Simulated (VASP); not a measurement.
Runs of VASP 6.6.1 on KCl (vib). The structure is that of space group Fm-3m (No. 225), or close to it. The cells are those of the table. 

```csv
task,cell,smearing,gap on the mesh (eV),pressure (GPa),relaxed volume (Å³/atom)
single point,"a = 4.432 Å, angles 60.0°, 2 atoms",gaussian 0.1 eV,(b),(a),-
single point,"a = 4.298 Å, angles 60.0°, 2 atoms",gaussian 0.02 eV,5.11,0.1,-
relaxation of cell and atoms,"relaxed from a = 4.432 Å, angles 60.0°, 2 atoms",gaussian 0.02 eV,5.10,0.0,28.15
relaxation of cell and atoms,"relaxed from a = 4.298 Å, angles 60.0°, 2 atoms",gaussian 0.02 eV,5.10,0.0,28.12
```

Alike in all rows: level LDA; potentials or basis VASP PAW LDA potentials, release 64 (K_sv, Cl); no spin polarisation; k mesh 6 × 6 × 6; cutoff (eV) 500.

Task: Estimate the missing entries.

Result: (a) -1.8; (b) 4.79.

